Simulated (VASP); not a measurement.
Set up this calculation in VASP 6.6.1, as the native input.

```yaml
Task: single point
Functional: LDA
Potentials_or_basis: VASP PAW LDA potentials, release 64 (Ce)
Cutoff: 520 eV
k_mesh: 10 × 10 × 10
Occupations: fermi-dirac, width 0.05 eV
Spin: collinear spin, ferromagnetic start
Starting_moments: "[1.0] μB"
Dipole_correction: no
Further_INCAR_settings: ALGO = Normal; EDIFF = 1e-06; NBANDS = 16
```

The structure of Ce lies in POSCAR:

```
Ce
1.0
   -1.9302558852      1.9302558852      1.9302558852
    1.9302558852     -1.9302558852      1.9302558852
    1.9302558852      1.9302558852     -1.9302558852
Ce
1
Direct
    0.0000000000      0.0000000000      0.0000000000
```

This isn't the form of Ce at room conditions, which is fcc.

The input as run:

INCAR

```
ALGO = Normal ; EDIFF = 1E-6
ENCUT = 520 ; GGA = CA
ISIF = 2 ; ISMEAR = -1
ISPIN = 2 ; LASPH = True
LCHARG = True ; LELF = True
LMAXMIX = 6 ; LORBIT = 11
LREAL = False ; LVHAR = True
LWAVE = False ; MAGMOM = 1
NBANDS = 16 ; NELM = 150
PREC = Accurate ; SIGMA = 0.05
```

KPOINTS

```
k-points
0
Gamma
  10 10 10
```

Potentials or basis: VASP PAW LDA potentials, release 64 (Ce).

The run is started by

```sh
$ cat potpaw_LDA.64/Ce/POTCAR > POTCAR
$ mpirun -np 1 vasp_std > vasp.out
```

Results of the run:

```yaml
Pressure: -6.7 GPa
Net_moment: 0.11 μB per cell
Site_moments: Ce +0.09 μB
Valence_electrons_inside_the_program's_atomic_spheres: Ce 9.84
```

Caveat: the magnetic or orbital state may not be the lowest; the cell stands under tension.

Wall time 110 s on 1 thread of Intel Xeon 8259CL, on a shared host, peak memory 0.19 GiB.
